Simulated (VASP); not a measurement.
# MnO2 (C2/m) in VASP: further runs

The runs below take MnO2 through single point, with PBE+U.

All numbers are computed with VASP 6.6.1; they aren't measurements. Logs are shortened: lines on timing, memory, paths and dates and some standing lists are left out, and cuts for length are marked.

## (1) The cell of the first run

Symmetry: C2/m, No. 12, monoclinic system. The conventional cell has a = 4.861 Å, b = 2.980 Å, c = 3.427 Å, α = 90.00°, β = 90.04°, γ = 90.00°. Within 2.4 Å of Mn (site symmetry 2/m) lie 6 O at 1.81 to 2.01 Å. O (site symmetry m) has 3 Mn at 1.81 to 2.01 Å and 3 O at 2.16 to 2.33 Å within 2.4 Å.

## (2) Single point, PBE+U, collinear spin, ferromagnetic start

Contents of INCAR:

```
PREC = Accurate
ENCUT = 520
EDIFF = 1E-6
ISMEAR = 0
SIGMA = 0.05
LREAL = F
LASPH = T
NELM = 150
ALGO = Normal
ISIF = 2
LWAVE = F
LCHARG = F
ISPIN = 2
MAGMOM = 2.79 -0.04 -0.04
LORBIT = 11
LMAXMIX = 4
LDAU = T
LDAUTYPE = 2
LDAUL = 2 -1
LDAUU = 1 0
LDAUJ = 0 0
LDAUPRINT = 1
GGA = PE
NBANDS = 24
```

Contents of KPOINTS:

```
regular mesh
0
Gamma
  7 7 6
```

Contents of POSCAR:

```
MnO2
1.0
    2.4302502300     -1.4897917300      0.0000000000
    2.4302502300      1.4897917300      0.0000000000
   -0.0023926100      0.0000000000      3.4271624400
Mn O
1 2
Direct
    0.0000000000      0.0000000000      0.0000000000
    0.6879000000      0.6879000000      0.2889000000
    0.3121000000      0.3121000000      0.7111000000
```

Potentials or basis: VASP PAW PBE potentials, release 64 (Mn_pv, O).

Launch:

```bash
> cat potpaw_PBE.64/Mn_pv/POTCAR potpaw_PBE.64/O/POTCAR > POTCAR
> mpirun -np 1 vasp_std > vasp.out
```

OUTCAR:

```text
PREC = Accurate
   ENCUT = 520
   EDIFF = 1E-6
   ISMEAR = 0
   LREAL = F
   LASPH = T
   NELM = 150
   ISIF = 2
   ISPIN = 2
   LORBIT = 11
   GGA = PE

 ion  position               nearest neighbor table
   1  0.000  0.000  0.000-   2 1.81   3 1.81   2 2.01   2 2.01   3 2.01   3 2.01
   2  0.688  0.688  0.289-   1 1.81   1 2.01   1 2.01
   3  0.312  0.312  0.711-   1 1.81   1 2.01   1 2.01

  LATTYP: Found a base centered monoclinic cell.
 ALAT       =     4.8605004600
 B/A-ratio  =     0.6130198905
 C/A-ratio  =     0.7051050202
 COS(beta)  =    -0.0006981313

  Lattice vectors:

 A1 = (   2.4302502300,  -1.4897917300,   0.0000000000)
 A2 = (   2.4302502300,   1.4897917300,   0.0000000000)
 A3 = (  -0.0023926100,   0.0000000000,   3.4271624400)

Analysis of symmetry for initial positions (statically):
=====================================================================
 Subroutine PRICEL returns:
 Original cell was already a primitive cell.

 Routine SETGRP: Setting up the symmetry group for a
 base centered monoclinic supercell.

 Subroutine GETGRP returns: Found  4 space group operations
 (whereof  4 operations were pure point group operations)
 out of a pool of  4 trial point group operations.

The static configuration has the point symmetry C_2h.

Analysis of symmetry for dynamics (positions and initial velocities):
=====================================================================
 Subroutine PRICEL returns:
 Original cell was already a primitive cell.

 Routine SETGRP: Setting up the symmetry group for a
 base centered monoclinic supercell.

 Subroutine GETGRP returns: Found  4 space group operations
 (whereof  4 operations were pure point group operations)
 out of a pool of  4 trial point group operations.

The dynamic configuration has the point symmetry C_2h.

Analysis of structural, dynamic, and magnetic symmetry:
=====================================================================
 Subroutine PRICEL returns:
 Original cell was already a primitive cell.

 Routine SETGRP: Setting up the symmetry group for a
 base centered monoclinic supercell.

 Subroutine GETGRP returns: Found  4 space group operations
 (whereof  4 operations were pure point group operations)
 out of a pool of  4 trial point group operations.

The overall configuration has the point symmetry C_2h.

 Subroutine INISYM returns: Found  4 space group operations
 (whereof  4 operations are pure point group operations),
 and found     1 'primitive' translations

----------------------------------------------------------------------------------------

                                     Primitive cell

  volume of cell :      24.8165

  direct lattice vectors                    reciprocal lattice vectors
     2.430250230 -1.489791730  0.000000000     0.205740131 -0.335617382  0.000143634
     2.430250230  1.489791730  0.000000000     0.205740131  0.335617382  0.000143634
    -0.002392610  0.000000000  3.427162440     0.000000000  0.000000000  0.291786578

  length of vectors
     2.850543032  2.850543032  3.427163275     0.393659814  0.393659814  0.291786578

  position of ions in fractional coordinates (direct lattice)
     0.000000000  0.000000000  0.000000000
     0.687900000  0.687900000  0.288900000
     0.312100000  0.312100000  0.711100000

  ion indices of the primitive-cell ions
   primitive index   ion index
                 1           1
                 2           2
                 3           3

----------------------------------------------------------------------------------------

 KPOINTS: regular mesh

Automatic generation of k-mesh.
 Grid dimensions read from file:
[... 65 lines left out ...]
   EDIFF  = 0.1E-05   stopping-criterion for ELM
   LREAL  =      F    real-space projection
   EDIFFG = 0.1E-04   stopping-criterion for IOM
   NSW    =      0    number of steps for IOM
   IBRION =     -1    ionic relax: 0-MD 1-quasi-New 2-CG
   NFREE  =      0    steps in history (QN), initial steepest desc. (CG)
   ISIF   =      2    stress and relaxation
   ISYM   =      2    0-nonsym 1-usesym 2-fastsym
   POTIM  = 0.5000    time-step for ionic-motion
   TEBEG  =    0.0;   TEEND  =   0.0 temperature during run
   PSTRESS=    0.0 pullay stress
   NELECT =      25.0000    total number of electrons
   NUPDOWN=      -1.0000    fix difference up-down
   EMIN   =  10.00;   EMAX   =-10.00  energy-range for DOS
   EFERMI =   0.00;   METHOD = LEGACY
   ISMEAR =     0;   SIGMA  =   0.05  broadening in eV -4-tet -1-fermi 0-gaus
   EFERMI_NEDOS =   21; number of points for ismear=-14 and -15
   IALGO  =     38    algorithm
   IMIX   =      4    mixing-type and parameters
     AMIX     =   0.40;   BMIX     =  1.00
     AMIX_MAG =   1.60;   BMIX_MAG =  1.00
  volume/ion in A,a.u.               =       8.27        55.82
  Fermi-wavevector in a.u.,A,eV,Ry     =   1.641123  3.101272 36.644356  2.693284
  Thomas-Fermi vector in A             =   2.731646
   LORBIT       =     11    0 simple, 1 ext, 2 COOP (PROOUT), +10 PAW based schemes
 LDA+U is selected, type is set to LDAUTYPE =  2
   angular momentum for each species LDAUL =     2   -1
   U (eV)           for each species LDAUU =   1.0  0.0
   J (eV)           for each species LDAUJ =   0.0  0.0
   GGA     = PE    functional components
   LHFCALC =     F    Hartree Fock is set to
   AEXX    =    0.0000 exact exchange contribution
   IVDW    =     0    specifies the selected vdW correction
   LEPSILON=     F    determine dielectric tensor
   LRPA    =     F    only Hartree local field effects (RPA)
 spin polarized calculation
 Gauss-broadening in eV      SIGMA  =   0.05
  energy-cutoff  :      520.00
  volume of cell :       24.82
 maximum number of plane-waves:       689
 NGX is ok and might be reduce to    24
   NGX = 11   NGY = 11   NGZ = 13

atom =   1  type =  1  l = 2

 onsite density matrix

spin component  1

  0.7883 -0.1841  0.0000  0.0000  0.0000
 -0.1841  0.7327  0.0000  0.0000  0.0000
  0.0000  0.0000  0.9463  0.0098 -0.0058
  0.0000  0.0000  0.0098  0.6864  0.2008
  0.0000  0.0000 -0.0058  0.2008  0.7931

spin component  2

  0.2072  0.0863  0.0000  0.0000  0.0000
  0.0863  0.2134  0.0000  0.0000  0.0000
  0.0000  0.0000  0.1080 -0.0198 -0.0217
  0.0000  0.0000 -0.0198  0.2689 -0.1422
  0.0000  0.0000 -0.0217 -0.1422  0.2190

 occupancies and eigenvectors

  o =  0.0742  v =  0.0000  0.0000  0.0000  0.0000  0.0000  0.0000  0.0000  0.6557  0.4875  0.5766      0.0000  0.0000  0.0000  0.0000  0.0000  0.0000  0.0000  0.0000  0.0000  0.0000
  o =  0.1240  v =  0.0000  0.0000  0.0000  0.0000  0.0000 -0.7196  0.6944  0.0000  0.0000  0.0000      0.0000  0.0000  0.0000  0.0000  0.0000  0.0000  0.0000  0.0000  0.0000  0.0000
  o =  0.1334  v =  0.0000  0.0000  0.0000  0.0000  0.0000  0.0000  0.0000  0.7550 -0.4191 -0.5043      0.0000  0.0000  0.0000  0.0000  0.0000  0.0000  0.0000  0.0000  0.0000  0.0000
  o =  0.2966  v =  0.0000  0.0000  0.0000  0.0000  0.0000  0.6944  0.7196  0.0000  0.0000  0.0000      0.0000  0.0000  0.0000  0.0000  0.0000  0.0000  0.0000  0.0000  0.0000  0.0000
  o =  0.3883  v =  0.0000  0.0000  0.0000  0.0000  0.0000  0.0000  0.0000  0.0042 -0.7660  0.6428      0.0000  0.0000  0.0000  0.0000  0.0000  0.0000  0.0000  0.0000  0.0000  0.0000
  o =  0.5317  v =  0.0000  0.0000  0.0273 -0.7925  0.6093  0.0000  0.0000  0.0000  0.0000  0.0000      0.0000  0.0000  0.0000  0.0000  0.0000  0.0000  0.0000  0.0000  0.0000  0.0000
  o =  0.5743  v = -0.6522 -0.7581  0.0000  0.0000  0.0000  0.0000  0.0000  0.0000  0.0000  0.0000      0.0000  0.0000  0.0000  0.0000  0.0000  0.0000  0.0000  0.0000  0.0000  0.0000
  o =  0.9456  v =  0.0000  0.0000 -0.8122  0.3378  0.4757  0.0000  0.0000  0.0000  0.0000  0.0000      0.0000  0.0000  0.0000  0.0000  0.0000  0.0000  0.0000  0.0000  0.0000  0.0000
  o =  0.9466  v = -0.7581  0.6522  0.0000  0.0000  0.0000  0.0000  0.0000  0.0000  0.0000  0.0000      0.0000  0.0000  0.0000  0.0000  0.0000  0.0000  0.0000  0.0000  0.0000  0.0000
  o =  0.9485  v =  0.0000  0.0000 -0.5828 -0.5078 -0.6344  0.0000  0.0000  0.0000  0.0000  0.0000      0.0000  0.0000  0.0000  0.0000  0.0000  0.0000  0.0000  0.0000  0.0000  0.0000

 number of electron      24.9999993 magnetization       3.0002522

 Free energy of the ion-electron system (eV)
  ---------------------------------------------------
  ext. energy  EPLUGINS =         0.00000000
  ---------------------------------------------------
  free energy    TOTEN  =       -21.59015224 eV

  energy without entropy =      -21.59015218  energy(sigma->0) =      -21.59015221

 E-fermi :   7.3256     XC(G=0): -12.8735

 val. band max:        7.1858372455   @ k =   0.0000   0.0000   0.0000
 cond. band min:       7.4679944329   @ k =   0.4286   0.4286  -0.0000
 fundamental gap:      0.2821571875
 Fermi energy:         7.3255937156

 spin component 1

 k-point     1 :       0.0000    0.0000    0.0000
  band No.  band energies     occupation
      1     -43.5167      1.00000
      2     -43.4849      1.00000
      3     -43.4444      1.00000
      4     -13.6466      1.00000
      5      -9.4770      1.00000
      6      -0.4516      1.00000
[... 1289 lines left out ...]
     23      31.7871      0.00000
     24      33.8722      0.00000

 [... further k-points ...]
[... 5 lines left out ...]
  --------------------------------------------------------------------------------------
  -------------------------------------------------------------------------------------
  Total        4.8926352      1.6547395      6.5393743      0.0000000      0.0000000     -3.2841131
  in kB      315.8727646    106.8314172    422.1876691      0.0000000      0.0000000   -212.0251870
  external PRESSURE =     281.6306169 kB  Pullay stress =       0.0000000 kB

 VOLUME and BASIS-vectors are now :
 -----------------------------------------------------------------------------
  energy-cutoff  :      520.00
  volume of cell :       24.82
      direct lattice vectors                 reciprocal lattice vectors
     2.430250230 -1.489791730  0.000000000     0.205740131 -0.335617382  0.000143634
     2.430250230  1.489791730  0.000000000     0.205740131  0.335617382  0.000143634
    -0.002392610  0.000000000  3.427162440     0.000000000  0.000000000  0.291786578

 POSITION                                       TOTAL-FORCE (eV/Angst)
 -----------------------------------------------------------------------------------
      0.00000      0.00000      0.00000         0.000000      0.000000      0.000000
      3.34285      0.00000      0.99011        -1.928368      0.000000     -2.689425
      1.51526      0.00000      2.43706         1.928368      0.000000      2.689425
 -----------------------------------------------------------------------------------
    total drift:                                0.000000      0.000000      0.000000

  FREE ENERGIE OF THE ION-ELECTRON SYSTEM (eV)
  ---------------------------------------------------
  free  energy   TOTEN  =       -21.5901522353 eV

  energy  without entropy=      -21.5901521778  energy(sigma->0) =      -21.59015221

 total charge

# of ion       s       p       d       tot
------------------------------------------
    1        0.344   6.447   4.930  11.721
    2        1.603   3.402   0.000   5.005
    3        1.603   3.402   0.000   5.005
--------------------------------------------------
tot          3.549  13.251   4.930  21.731

 magnetization (x)

# of ion       s       p       d       tot
------------------------------------------
    1        0.031   0.036   2.928   2.995
    2        0.003  -0.042   0.000  -0.039
    3        0.003  -0.042   0.000  -0.039
--------------------------------------------------
tot          0.037  -0.047   2.928   2.918
```

Wall time 2.5 min (1 thread of Intel Xeon 8259CL, shared host); peak memory 0.21 GiB.

Results:

```yaml
Free_energy: -21.5902 eV
Pressure: 28.2 GPa
Largest_force: 3.309 eV/Å
Band_gap_on_the_k_mesh: 0.28 eV (least direct gap 0.74 eV)
Net_moment: 3.00 μB per cell
Site_moments: Mn +3.00; O -0.04 μB
Valence_electrons_inside_the_program's_atomic_spheres: Mn 11.72; O 5.00
```

Forces on the atoms (eV/Å):
```
Mn   0.000  0.000  0.000
O   -1.928  0.000 -2.689
O    1.928  0.000  2.689
```

Stress tensor (GPa, compression positive):
```
 31.59   0.00 -21.20
  0.00  10.68   0.00
-21.20   0.00  42.22
```

Levels at points of the mesh, in eV from the valence-band top:
Spin up:
```csv
k point,band 12,band 13,band 14,band 15,band 16,band 17
"(0.00, 0.00, 0.00)",-1.24,-1.09,0.00,0.96,2.20,7.47
"(0.00, 0.00, 0.50)",-2.79,-2.25,-0.89,2.23,2.91,10.15
```
Spin down:
```
           k point  band 7  band 8  band 9  band 10  band 11  band 12  band 13  band 14  band 15  band 16
(0.00, 0.00, 0.00)   -5.54   -5.35   -1.80    -1.16    -0.01     0.94     1.03     2.18     2.83     3.58
(0.00, 0.00, 0.50)   -4.67   -3.70   -3.66    -2.86    -2.31     0.75     0.95     2.15     3.80     4.22
```

Eigenvalues of the final occupation matrices:
```tsv
site	spin	trace	eigenvalues
site 1 d	1	3.95	0.53 0.57 0.95 0.95 0.95
site 1 d	2	1.02	0.07 0.12 0.13 0.30 0.39
```

Caveat: the cell stands under pressure; an odd mesh through Γ misses points on the zone boundary, where band edges can lie; a cell with one magnetic atom can't hold antiferromagnetic order, which such compounds often take; forces of over 1 eV/Å act on the atoms, so gaps and moduli don't describe the material at rest.

## (3) Single point, PBE+U, collinear spin, ferromagnetic start

Contents of INCAR:

```
SYSTEM = MnO2
PREC = Accurate
ENCUT = 520
EDIFF = 1E-6
ISMEAR = 0
SIGMA = 0.05
LREAL = .False.
LASPH = .True.
NELM = 150
ALGO = Normal
ISIF = 2
LWAVE = .False.
LCHARG = .True.
ISPIN = 2
MAGMOM = 2.79 -0.04 -0.04
LORBIT = 11
LMAXMIX = 4
LDAU = .True.
LDAUTYPE = 2
LDAUL = 2 -1
LDAUU = 1 0
LDAUJ = 0 0
LDAUPRINT = 1
GGA = PE
LELF = .True.
LVHAR = .True.
NBANDS = 24
```

Contents of KPOINTS:

```
Automatic mesh
0
Gamma
  7 7 6
  0 0 0
```

POSCAR is that of step 2.

Potentials or basis: VASP PAW PBE potentials, release 64 (Mn_pv, O).

Launch:

```bash
> cat potpaw_PBE.64/Mn_pv/POTCAR potpaw_PBE.64/O/POTCAR > POTCAR
> mpirun -np 1 vasp_std > vasp.out
```

Run time: 2.6 min. Hardware: 1 thread of Intel Xeon 8259CL, shared host; peak memory 0.21 GiB.

It converged, with:

```
Free energy                                           : -21.5902 eV
Pressure                                              : 28.2 GPa
Largest force                                         : 3.309 eV/Å
Band gap on the k mesh                                : 0.28 eV (least direct gap 0.74 eV)
Net moment                                            : 3.00 μB per cell
Site moments                                          : Mn +3.00; O -0.04 μB
Valence electrons inside the program's atomic spheres : Mn 11.72; O 5.00
```

Forces in eV/Å, atoms in the order of the input:
```
Mn   0.000  0.000  0.000
O   -1.928  0.000 -2.689
O    1.928  0.000  2.689
```

Stress tensor (GPa, compression positive):
```
 31.59   0.00 -21.20
  0.00  10.68   0.00
-21.20   0.00  42.22
```

Levels at points of the mesh, in eV from the valence-band top:
Spin up:
| k point | band 12 | band 13 | band 14 | band 15 | band 16 | band 17 |
| --- | --- | --- | --- | --- | --- | --- |
| (0.00, 0.00, 0.00) | -1.24 | -1.09 | 0.00 | 0.96 | 2.20 | 7.47 |
| (0.00, 0.00, 0.50) | -2.79 | -2.25 | -0.89 | 2.23 | 2.91 | 10.15 |
Spin down:
```csv
k point,band 9,band 10,band 11,band 12,band 13,band 14
"(0.00, 0.00, 0.00)",-1.80,-1.16,-0.01,0.94,1.03,2.18
"(0.00, 0.00, 0.50)",-3.66,-2.86,-2.31,0.75,0.95,2.15
```

Eigenvalues of the final occupation matrices:
| site | spin | trace | eigenvalues |
| --- | --- | --- | --- |
| site 1 d | 1 | 3.95 | 0.53 0.57 0.95 0.95 0.95 |
| site 1 d | 2 | 1.02 | 0.07 0.12 0.13 0.30 0.39 |

Caveat: the cell stands under pressure; an odd mesh through Γ misses points on the zone boundary, where band edges can lie; a cell with one magnetic atom can't hold antiferromagnetic order, which such compounds often take; forces of over 1 eV/Å act on the atoms, so gaps and moduli don't describe the material at rest. The state reached can hang on the start; a lower one may exist.
